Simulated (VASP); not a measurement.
# SnPt3: single point with LDA

The system is SnPt3.

```xyz
4
Lattice="4.0785 0.0000 0.0000 0.0000 4.0785 0.0000 0.0000 0.0000 4.0785" Properties=species:S:1:pos:R:3 pbc="T T T"
Sn    0.0000    0.0000    0.0000
Pt    0.0000    2.0392    2.0392
Pt    2.0392    0.0000    2.0392
Pt    2.0392    2.0392    0.0000
```

This cell differs from its parent crystal: volume scaled by 1.06.

* Program: VASP 6.6.1
* Task: single point
* Functional: LDA
* Potentials or basis: VASP PAW LDA potentials, release 64 (Sn_d, Pt)
* Cutoff: 500 eV
* k mesh: 8 × 8 × 8
* Occupations: fermi-dirac, width 0.05 eV
* Spin: no spin polarisation
* Dipole correction: no
* Further INCAR settings: ALGO = Normal; EDIFF = 1e-06; NBANDS = 30

The pressure is -14.2 GPa and the band gap on the k mesh is zero (band 22 reaches 10.84 eV, above the bottom of band 23 at 10.43 eV).

Levels at points of the mesh, in eV from the Fermi level:
```
           k point  band 20  band 21  band 22  band 23  band 24  band 25
(0.00, 0.00, 0.00)    -1.07    -0.39     0.10     0.10     0.10     2.43
(0.50, 0.00, 0.00)    -2.15    -1.04     0.10     1.58     3.73     3.73
(0.50, 0.50, 0.00)    -1.91    -1.76    -1.46     0.83     0.83     4.92
(0.50, 0.50, 0.50)    -1.93    -0.51    -0.31    -0.31    -0.31     0.62
```

It took 58 s on 1 thread of Intel Xeon 8259CL, with other jobs on the host, peak memory 0.19 GiB.

Caveat: spin-orbit coupling is left out, which moves the levels of the heavy elements.
